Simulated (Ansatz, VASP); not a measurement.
**Two plane-wave programs on BiW**

```
Bi W
1.0
     3.36608    0.00000    0.00000
    -1.68304    2.91511    0.00000
     0.00000    0.00000    4.29663
Bi W
1 1
Direct
  0.66667 0.33333 0.00000
  0.00000 0.00000 0.50000
```

Alike in both runs: functional PBE; k mesh 18 × 18 × 14; occupations gaussian, width 0.1 eV; no spin polarisation.

Ansatz relaxed the structure, and its values are those at the end. VASP's run is a single point on that final structure, the one shown.

```csv
,VASP,Ansatz
version,VASP 6.6.1,Ansatz 0.2.0
potentials or method,"VASP PAW PBE potentials, release 64 (Bi_d, W_sv), cutoff 520 eV","scalar-relativistic, plane waves, PAW"
valence electrons in the cell,29,29
```

Ansatz gave:

```
gap on the k mesh at the Fermi level (eV) : none
pressure (GPa)                            : 0.0
```

**Question.** What did VASP give for the same quantities?

**Answer.** gap on the k mesh at the Fermi level (eV): none; pressure (GPa): 0.1.

A gap of «none» marks a metal or a gap that the smearing closes.

Spin-orbit coupling is off throughout.
